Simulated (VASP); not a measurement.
The system is NaH.

```
Na H
1.0
     0.00000    2.47211    2.47211
     2.47211    0.00000    2.47211
     2.47211    2.47211    0.00000
Na H
1 1
Direct
  0.00000 0.00000 0.00000
  0.50000 0.50000 0.50000
```

Base run:

- Program: VASP 6.6.1
- Functional: PBEsol
- Potentials or basis: VASP PAW PBE potentials, release 64 (Na_pv, H)
- Cutoff: 520 eV
- k mesh: 9 × 9 × 9
- Occupations: fermi-dirac, width 0.03 eV
- Spin: no spin polarisation

Its results: band gap on the k mesh 3.75 eV (least direct gap 4.46 eV); pressure -1.9 GPa.

Task: The run is repeated on the same cell with these changes: functional from PBEsol to PBE; further incar settings from ALGO = Normal; EDIFF = 1e-06; NBANDS = 11 to ALGO = Normal; EDIFF = 1e-08; NBANDS = 11. What comes out?

Result: Band gap on the k mesh 3.94 eV (least direct gap 4.61 eV); pressure -1.4 GPa.

Caveats: an odd mesh through Γ misses points on the zone boundary, where band edges can lie; the PAW data sets were made with another functional, which shifts forces and pressure a little (at least some runs).
